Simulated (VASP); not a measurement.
Input of a VASP 6.6.1 run:

The input INCAR:

```
SYSTEM = Ti12SbO23
PREC     = Accurate       ! precision mode
ENCUT    = 520            ! plane-wave cutoff, eV
EDIFF    = 1E-8           ! SCF threshold, eV
ISMEAR   = -1             ! smearing method
SIGMA    = 0.01           ! smearing width, eV
LREAL    = .FALSE.        ! projectors in reciprocal space
LASPH    = .TRUE.         ! aspherical terms in the spheres
NELM     = 120            ! most SCF steps
ALGO     = Normal         ! electronic algorithm
ISIF     = 2              ! what is computed and relaxed
LWAVE    = .FALSE.        ! write WAVECAR
LCHARG   = .FALSE.        ! write CHGCAR
GGA      = PE             ! functional
LEFG     = .TRUE.       
NELECT   = 288.0        
NBANDS   = 168            ! bands
GGA_COMPAT= .FALSE.
```

KPOINTS

```
regular mesh
0
G
  3 3 2
  0 0 0
```

POSCAR

```
Ti12SbO23
1.0
    4.5922000000      4.5922000000      0.0000000000
   -4.5922000000      4.5922000000      0.0000000000
    0.0000000000      0.0000000000      8.8722000000
Ti Sb O
12 1 23
Direct
    0.0000000000      0.0000000000      0.0000000000
    0.0000000000      0.0000000000      0.3333333333
    0.0000000000      0.0000000000      0.6666666667
    0.5000000000      0.5000000000      0.0000000000
    0.5000000000      0.5000000000      0.3333333333
    0.5000000000      0.5000000000      0.6666666667
    0.5000000000      0.0000000000      0.1666666667
    0.5000000000      0.0000000000      0.5000000000
    0.5000000000      0.0000000000      0.8333333333
    0.0000000000      0.5000000000      0.1666666667
    0.0000000000      0.5000000000      0.5000000000
    0.0000000000      0.5000000000      0.8333333333
    0.3049600000      0.0000000000      0.0000000000
    0.3049600000      0.0000000000      0.3333333333
    0.3049600000      0.0000000000      0.6666666667
    0.8049600000      0.5000000000      0.0000000000
    0.8049600000      0.5000000000      0.3333333333
    0.8049600000      0.5000000000      0.6666666667
    0.5000000000      0.3049600000      0.1666666667
    0.5000000000      0.3049600000      0.5000000000
    0.5000000000      0.3049600000      0.8333333333
    0.0000000000      0.8049600000      0.1666666667
    0.0000000000      0.8049600000      0.5000000000
    0.0000000000      0.8049600000      0.8333333333
    0.6950400000      0.0000000000      0.0000000000
    0.6950400000      0.0000000000      0.3333333333
    0.6950400000      0.0000000000      0.6666666667
    0.1950400000      0.5000000000      0.0000000000
    0.1950400000      0.5000000000      0.3333333333
    0.1950400000      0.5000000000      0.6666666667
    0.5000000000      0.6950400000      0.1666666667
    0.5000000000      0.6950400000      0.5000000000
    0.5000000000      0.6950400000      0.8333333333
    0.0000000000      0.1950400000      0.1666666667
    0.0000000000      0.1950400000      0.5000000000
    0.0000000000      0.1950400000      0.8333333333
```

Potentials or basis: VASP PAW PBE potentials, release 64 (Ti_sv, Sb, O).

Run with:

```console
$ cat potpaw_PBE.64/Ti_sv/POTCAR potpaw_PBE.64/Sb/POTCAR potpaw_PBE.64/O/POTCAR > POTCAR
$ mpirun -np 1 vasp_std > vasp.out
```

**Question.** What does it give for the largest force?

**Answer.** 18.025 eV/Å.

Forces on the atoms (eV/Å):
```
Ti  -12.101 -12.101   0.000
Ti   -0.301  -0.301   0.174
Ti   -0.301  -0.301  -0.174
Ti    0.409   0.409   0.000
Ti   -0.016  -0.016  -0.007
Ti   -0.016  -0.016   0.007
Ti    8.996   8.996  12.769
Ti    0.175   0.175   0.000
Ti    8.996   8.996 -12.769
Ti   -0.173  -0.173   0.263
Ti   -0.006  -0.006   0.000
Ti   -0.173  -0.173  -0.263
Sb   -6.202  -6.202   0.000
O    -0.595  -0.595   0.743
O    -0.595  -0.595  -0.743
O    -0.119  -0.119   0.000
O    -0.098  -0.098   0.037
O    -0.098  -0.098  -0.037
O    -0.470   0.496   0.053
O    -0.070   0.071   0.000
O    -0.470   0.496  -0.053
O     0.514  -0.843   0.517
O     0.337  -0.294   0.000
O     0.514  -0.843  -0.517
O     0.714   0.714   0.000
O     0.828   0.828   1.091
O     0.828   0.828  -1.091
O     0.244   0.244   0.000
O     0.082   0.082   0.028
O     0.082   0.082  -0.028
O     0.496  -0.470   0.053
O     0.071  -0.070   0.000
O     0.496  -0.470  -0.053
O    -0.843   0.514   0.517
O    -0.294   0.337   0.000
O    -0.843   0.514  -0.517
```

Caveat: the cell carries a net charge on a neutralising background, which shifts energy and pressure; atoms lie so close that the PAW spheres overlap strongly, which falsifies energies and pressures; without QUAD_EFG the Cq values of the log hold for a quadrupole moment of 1 mb, not for the nuclei.
